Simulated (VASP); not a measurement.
# Cu (Fm-3m) in VASP: vibrations by perturbation theory with PBE

Aim: the vibrations by perturbation theory of Cu with PBE.

Everything below comes from runs of VASP 6.6.1. Logs are shortened: lines on timing, memory, paths and dates and some standing lists are left out, and cuts for length are marked.

## Step 1: The cell of the first run

Symmetry: Fm-3m, No. 225, cubic system. Conventional cell: a = 3.615 Å, b = 3.615 Å, c = 3.615 Å, α = 90.00°, β = 90.00°, γ = 90.00°. Cu (site symmetry m-3m) has 12 Cu at 2.56 Å within 3.4 Å.

## Step 2: Vibrations by perturbation theory, PBE

Contents of INCAR:

```
  ALGO = Normal
  EDIFF = 1E-8
  ENCUT = 520
  GGA = PE
  IBRION = 8
  ISIF = 2
  ISMEAR = 0
  LASPH = True
  LCHARG = False
  LREAL = False
  LWAVE = False
  NBANDS = 18
  NELM = 80
  NSW = 1
  PREC = Accurate
  SIGMA = 0.15
```

Contents of KPOINTS:

```
k-points
0
Gamma
  18 18 14
```

Contents of POSCAR:

```
Cu
1.0
    0.0000000000     -1.8075000000     -1.8075000000
    0.0000000000      1.8075000000     -1.8075000000
    3.6150000000      0.0000000000      0.0000000000
Cu
2
Direct
    0.5000000000      0.5000000000      0.5000000000
    0.0000000000      0.0000000000      0.0000000000
```

Potentials or basis: VASP PAW PBE potentials, release 64 (Cu).

Started as:

```bash
> cat potpaw_PBE.64/Cu/POTCAR > POTCAR
> mpirun -np 1 vasp_std > vasp.out
```

OUTCAR:

```text
EDIFF = 1E-8
   ENCUT = 520
   GGA = PE
   IBRION = 8
   ISIF = 2
   ISMEAR = 0
   LASPH = True
   LREAL = False
   NELM = 80
   NSW = 1
   PREC = Accurate

 ion  position               nearest neighbor table
   1  0.500  0.500  0.500-   2 2.56   2 2.56   2 2.56   2 2.56   2 2.56   2 2.56   2 2.56   2 2.56

   2  0.000  0.000  0.000-   1 2.56   1 2.56   1 2.56   1 2.56   1 2.56   1 2.56   1 2.56   1 2.56

  LATTYP: Found a simple tetragonal cell.
 ALAT       =     2.5561910140
 C/A-ratio  =     1.4142135624

  Lattice vectors:

 A1 = (   0.0000000000,  -1.8075000000,  -1.8075000000)
 A2 = (   0.0000000000,   1.8075000000,  -1.8075000000)
 A3 = (   3.6150000000,   0.0000000000,   0.0000000000)

Analysis of symmetry for initial positions (statically):
=====================================================================
 Subroutine PRICEL returns following result:

  LATTYP: Found a face centered cubic cell.
 ALAT       =     3.6150000000

  Lattice vectors:

 A1 = (  -1.8075000000,   0.0000000000,   1.8075000000)
 A2 = (  -1.8075000000,  -1.8075000000,   0.0000000000)
 A3 = (  -0.0000000000,  -1.8075000000,   1.8075000000)

   2 primitive cells build up your supercell.

 Routine SETGRP: Setting up the symmetry group for a
 simple tetragonal supercell.

 Subroutine GETGRP returns: Found 16 space group operations
 (whereof 16 operations were pure point group operations)
 out of a pool of 16 trial point group operations.

The static configuration has the point symmetry D_4h.

Analysis of symmetry for dynamics (positions and initial velocities):
=====================================================================
 Subroutine PRICEL returns following result:

  LATTYP: Found a face centered cubic cell.
 ALAT       =     3.6150000000

  Lattice vectors:

 A1 = (  -1.8075000000,   0.0000000000,   1.8075000000)
 A2 = (  -1.8075000000,  -1.8075000000,   0.0000000000)
 A3 = (  -0.0000000000,  -1.8075000000,   1.8075000000)

   2 primitive cells build up your supercell.

 Routine SETGRP: Setting up the symmetry group for a
 simple tetragonal supercell.

 Subroutine GETGRP returns: Found 16 space group operations
 (whereof 16 operations were pure point group operations)
 out of a pool of 16 trial point group operations.

The dynamic configuration has the point symmetry D_4h.

 Subroutine INISYM returns: Found 16 space group operations
 (whereof 16 operations are pure point group operations),
 and found     2 'primitive' translations

----------------------------------------------------------------------------------------

                                     Primitive cell

  volume of cell :      11.8104

  direct lattice vectors                    reciprocal lattice vectors
    -1.807500000  0.000000000  1.807500000    -0.276625173  0.276625173  0.276625173
    -1.807500000 -1.807500000  0.000000000    -0.276625173 -0.276625173 -0.276625173
    -0.000000000 -1.807500000  1.807500000     0.276625173 -0.276625173  0.276625173

  length of vectors
     2.556191014  2.556191014  2.556191014     0.479128854  0.479128854  0.479128854

  position of ions in fractional coordinates (direct lattice)
     0.000000000  0.000000000  1.000000000

  ion indices of the primitive-cell ions
   primitive index   ion index
                 1           1

----------------------------------------------------------------------------------------

 KPOINTS: k-points

Automatic generation of k-mesh.
 Grid dimensions read from file:
 generate k-points for:   18   18   14

 Generating k-lattice:

  Cartesian coordinates                     Fractional coordinates (reciprocal lattice)
     0.000000000 -0.015368065 -0.015368065     0.055555556  0.000000000  0.000000000
     0.000000000  0.015368065 -0.015368065     0.000000000  0.055555556  0.000000000
     0.019758941  0.000000000  0.000000000     0.000000000  0.000000000  0.071428571

  Length of vectors
     0.021733726  0.021733726  0.019758941

  Shift w.r.t. Gamma in fractional coordinates (k-lattice)
[... 41 lines left out ...]
   NGXF,Y,Z  is equivalent  to a cutoff of  26.01, 26.01, 25.75 a.u.
 SYSTEM =  unknown system
   PREC   = accura    normal or accurate (medium, high low for compatibility)
   ISTART =      0    job   : 0-new  1-cont  2-samecut
   ICHARG =      2    charge: 1-file 2-atom 10-const
   ISPIN  =      1    spin polarized calculation?
   LNONCOLLINEAR =      F non collinear calculations
   LSORBIT =      F    spin-orbit coupling
   LASPH  =      T    aspherical Exc in radial PAW
   ENCUT  =  520.0 eV  38.22 Ry    6.18 a.u.   4.75  4.75  6.72*2*pi/ulx,y,z
   NELM   =     80;   NELMIN=  2; NELMDL= -5     # of ELM steps
   EDIFF  = 0.1E-07   stopping-criterion for ELM
   LREAL  =      F    real-space projection
   EDIFFG = 0.1E-06   stopping-criterion for IOM
   NSW    =      1    number of steps for IOM
   IBRION =      8    ionic relax: 0-MD 1-quasi-New 2-CG
   NFREE  =      0    steps in history (QN), initial steepest desc. (CG)
   ISIF   =      2    stress and relaxation
   ISYM   =      2    0-nonsym 1-usesym 2-fastsym
   POTIM  = 0.5000    time-step for ionic-motion
   TEBEG  =    0.0;   TEEND  =   0.0 temperature during run
   PSTRESS=    0.0 pullay stress
   NELECT =      22.0000    total number of electrons
   NUPDOWN=      -1.0000    fix difference up-down
   EMIN   =  10.00;   EMAX   =-10.00  energy-range for DOS
   EFERMI =   0.00;   METHOD = LEGACY
   ISMEAR =     0;   SIGMA  =   0.15  broadening in eV -4-tet -1-fermi 0-gaus
   EFERMI_NEDOS =   21; number of points for ismear=-14 and -15
   IALGO  =     38    algorithm
   IMIX   =      4    mixing-type and parameters
     AMIX     =   0.40;   BMIX     =  1.00
     AMIX_MAG =   1.60;   BMIX_MAG =  1.00
  volume/ion in A,a.u.               =      11.81        79.70
  Fermi-wavevector in a.u.,A,eV,Ry     =   1.598763  3.021224 34.777078  2.556043
  Thomas-Fermi vector in A             =   2.696162
   LORBIT       =      0    0 simple, 1 ext, 2 COOP (PROOUT), +10 PAW based schemes
   GGA     = PE    functional components
   LHFCALC =     F    Hartree Fock is set to
   AEXX    =    0.0000 exact exchange contribution
   IVDW    =     0    specifies the selected vdW correction
   LEPSILON=     F    determine dielectric tensor
   LRPA    =     F    only Hartree local field effects (RPA)
 non-spin polarized calculation
 Gauss-broadening in eV      SIGMA  =   0.15
  energy-cutoff  :      520.00
  volume of cell :       23.62
 maximum number of plane-waves:       664
 NGX is ok and might be reduce to    20
   NGX =  9   NGY =  9   NGZ = 13

--------------------------------------- Ionic step        1  -------------------------------------------

 number of electron      21.9999942 magnetization

 Free energy of the ion-electron system (eV)
  ---------------------------------------------------
  ext. energy  EPLUGINS =         0.00000000
  ---------------------------------------------------
  free energy    TOTEN  =        -7.45660134 eV

  energy without entropy =       -7.44989112  energy(sigma->0) =       -7.45324623

 E-fermi :   7.6047     XC(G=0): -12.7259

 val. band max:        7.5907120353   @ k =   0.4444   0.3889   0.0000
 cond. band min:       7.6063413972   @ k =   0.5000   0.1667   0.1429
 fundamental gap:      0.0156293619
 Fermi energy:         7.6047045826

 k-point     1 :       0.0000    0.0000    0.0000
  band No.  band energies     occupation
      1      -1.7658      2.00000
      2       2.7054      2.00000
      3       3.1657      2.00000
      4       4.5576      2.00000
      5       4.5576      2.00000
      6       4.5590      2.00000
[... 481 lines left out ...]
      5       4.2416      2.00000
      6       4.6482      2.00000
[... 10 lines left out ...]
     17      22.6720      0.00000
     18      28.4279      0.00000

 [... further k-points ...]

------------------------ aborting loop because EDIFF is reached ----------------------------------------

  FORCE on cell =-STRESS in cart. coord.  units (eV):
  Direction    XX          YY          ZZ          XY          YZ          ZX
  --------------------------------------------------------------------------------------
  -------------------------------------------------------------------------------------
  Total        0.3036704      0.3571346      0.3571346      0.0000000      0.0000000      0.0000000
  in kB       20.5976700     24.2240940     24.2240940      0.0000000      0.0000000      0.0000000
  external PRESSURE =      23.0152860 kB  Pullay stress =       0.0000000 kB

 VOLUME and BASIS-vectors are now :
 -----------------------------------------------------------------------------
  energy-cutoff  :      520.00
  volume of cell :       23.62
      direct lattice vectors                 reciprocal lattice vectors
     0.000000000 -1.807500000 -1.807500000     0.000000000 -0.276625173 -0.276625173
     0.000000000  1.807500000 -1.807500000     0.000000000  0.276625173 -0.276625173
     3.615000000  0.000000000  0.000000000     0.276625173  0.000000000  0.000000000

 POSITION                                       TOTAL-FORCE (eV/Angst)
 -----------------------------------------------------------------------------------
      1.80750      0.00000     -1.80750         0.000000      0.000000     -0.000000
      0.00000      0.00000      0.00000        -0.000000     -0.000000      0.000000
 -----------------------------------------------------------------------------------
    total drift:                                0.000000      0.000000     -0.000000

  FREE ENERGIE OF THE ION-ELECTRON SYSTEM (eV)
  ---------------------------------------------------
  free  energy   TOTEN  =        -7.4566013381 eV

  energy  without entropy=       -7.4498911163  energy(sigma->0) =       -7.45324623

[... ionic steps 2 to 3 ...]

--------------------------------------- Ionic step        4  -------------------------------------------

------------------------ aborting loop because EDIFF is reached ----------------------------------------

--------------------------------------- Ionic step        5  -------------------------------------------

 Free energy of the ion-electron system (eV)
  ---------------------------------------------------
  ---------------------------------------------------
  free energy    TOTEN  =        -0.23419022 eV

  energy without entropy =       -0.23419022

------------------------ aborting loop because EDIFF is reached ----------------------------------------

 INTERNAL STRAIN TENSOR  FOR ION    1  DIRECTION 2   (eV/Angst):
 -----------------------------------------------------------------------------
    -0.00282  0.00000  0.00000
     0.00000  0.00015  0.00000
     0.00000  0.00000 -0.00564

 INTERNAL STRAIN TENSOR FOR ION    2 for displacements in x,y,z  (eV/Angst):
          X           Y           Z          XY          YZ          ZX
  --------------------------------------------------------------------------------
  x     0.00000     0.00000     0.00000     0.00000     0.00000     0.00000
  y     0.00000     0.00000     0.00000     0.00000     0.00000     0.00000
  z     0.00000     0.00000     0.00000     0.00000     0.00000     0.00000

 SECOND DERIVATIVES (NOT SYMMETRIZED)
 ------------------------------------
               1X          1Y          1Z          2X          2Y          2Z
  1X    -6.957245    0.000000    0.000000    6.957245   -0.000000   -0.000000
  1Y     0.000000   -3.422275    0.000000    0.000000    3.422275    0.000000
  1Z     0.000000    0.000000   -3.422275    0.000000    0.000000    3.422275
  2X     6.957245   -0.000000   -0.000000   -6.957245    0.000000    0.000000
  2Y     0.000000    3.422275    0.000000    0.000000   -3.422275    0.000000
  2Z     0.000000    0.000000    3.422275    0.000000    0.000000   -3.422275

 Eigenvectors and eigenvalues of the dynamical matrix
 ----------------------------------------------------

   1 f  =    7.315437 THz    45.964243 2PiTHz  244.016698 cm-1    30.254201 meV
             X         Y         Z           dx          dy          dz
      1.807500  0.000000 -1.807500     0.707107    0.000000    0.000000
      0.000000  0.000000  0.000000    -0.707107   -0.000000    0.000000
[... 16 lines left out ...]
   5 f  =    0.000000 THz     0.000000 2PiTHz    0.000000 cm-1     0.000000 meV
             X         Y         Z           dx          dy          dz
      1.807500  0.000000 -1.807500    -0.000000    0.000000    0.707107
      0.000000  0.000000  0.000000     0.000000    0.000000    0.707107

   6 f/i=    0.000000 THz     0.000000 2PiTHz    0.000000 cm-1     0.000000 meV
             X         Y         Z           dx          dy          dz
      1.807500  0.000000 -1.807500     0.119573    0.696923    0.000000
      0.000000  0.000000  0.000000     0.119573    0.696923    0.000000

--------------------------------------------------------------------------------------------------------

 ELASTIC MODULI CONTR FROM IONIC RELAXATION (kBar)
 Direction    XX          YY          ZZ          XY          YZ          ZX
 --------------------------------------------------------------------------------
 XX           0.0000      0.0000      0.0000      0.0000      0.0000      0.0000
 YY           0.0000      0.0000      0.0000      0.0000      0.0000      0.0000
 ZZ           0.0000      0.0000      0.0000      0.0000      0.0000      0.0000
 XY           0.0000      0.0000      0.0000      0.0000      0.0000      0.0000
 YZ           0.0000      0.0000      0.0000      0.0000      0.0000      0.0000
 ZX           0.0000      0.0000      0.0000      0.0000      0.0000      0.0000
 --------------------------------------------------------------------------------
```

It took 6.5 min on 1 thread of Intel Xeon 6975P-C (Granite Rapids), shared host; peak memory 0.64 GiB.

What came out:

```yaml
Highest_phonon_frequency_at_Γ: 244 cm⁻¹
```

Phonon frequencies in cm⁻¹ (negative: imaginary):
```csv
q point,frequencies
"(0.000, 0.000, 0.000)",0 0 0 171 171 244
```

Caveat: the cell stands under pressure or tension, which shifts response properties.
